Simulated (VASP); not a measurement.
Write the native input for VASP 6.6.1 that does the following.

| Quantity | Value |
| --- | --- |
| Task | single point |
| Functional | LDA |
| Potentials or basis | VASP PAW LDA potentials, release 64 (Mg, O) |
| Cutoff | 520 eV |
| k mesh | 10 × 10 × 10 |
| Occupations | gaussian, width 0.01 eV |
| Spin | no spin polarisation |
| Dipole correction | no |
| Further INCAR settings | ALGO = Normal; EDIFF = 1e-06; NBANDS = 11 |

The structure of MgO lies in POSCAR:

```
MgO
1.0
    2.0537103659      2.0537103659      0.0000000000
   -2.0537103659      2.0537103659      0.0000000000
    0.0000000000      2.0537103659      2.0537103659
Mg O
1 1
Direct
    0.0000000000      0.0000000000      0.0000000000
    0.5000000000      0.5000000000      0.0000000000
```

These files were run (other wordings do the same):

INCAR

```
SYSTEM = MgO
  PREC = Accurate
  ENCUT = 520
  EDIFF = 1E-6
  ISMEAR = 0
  SIGMA = 0.01
  LREAL = .False.
  LASPH = .True.
  NELM = 80
  ALGO = Normal
  ISIF = 2
  LWAVE = .False.
  LCHARG = .False.
  NBANDS = 11
```

KPOINTS

```
regular mesh
0
Gamma
  10 10 10
  0 0 0
```

Potentials or basis: VASP PAW LDA potentials, release 64 (Mg, O).

Launch:

```sh
$ cat potpaw_LDA.64/Mg/POTCAR potpaw_LDA.64/O/POTCAR > POTCAR
$ mpirun -np 1 vasp_std > vasp.out
```

Results of the run:

```
Pressure               : 5.3 GPa
Band gap on the k mesh : 5.43 eV, direct
```

Wall time 3.6 s on 1 thread of Intel Xeon 6975P-C, on a shared host, peak memory 0.13 GiB.
